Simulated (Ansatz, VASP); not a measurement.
## Mg: VASP beside Ansatz

```xyz
1
Lattice="-1.7427 1.7427 1.9417 1.7427 -1.7427 1.9417 1.7427 1.7427 -1.9417" Properties=species:S:1:pos:R:3 pbc="T T T"
Mg    0.0000    0.0000    0.0000
```

Alike in both runs: task single point; functional PBE; k mesh 20 × 20 × 20; occupations gaussian, width 0.15 eV; no spin polarisation.

|  | VASP | Ansatz |
| --- | --- | --- |
| version | VASP 6.6.1 | Ansatz 0.2.0 |
| potentials or method | VASP PAW PBE potentials, release 64 (Mg), cutoff 520 eV | scalar-relativistic, plane waves, PAW |
| valence electrons in the cell | 2 | 10 |

|  | VASP | Ansatz | Ansatz less VASP |
| --- | --- | --- | --- |
| gap on the k mesh at the Fermi level (eV) | none | none | - |
| pressure (GPa) | -1.0 | -0.9 | +0.12 |
| traceless stress, the component that is largest in VASP (GPa) | 0.47 | 0.47 | -0.003 |

A gap of «none» marks a metal or a gap that the smearing closes. The functional is the same, so the differences come from potentials, cutoffs and numerics. VASP's potentials hold 2 valence electrons a cell and Ansatz's 10, so a difference there can come from the potentials and not from the codes.
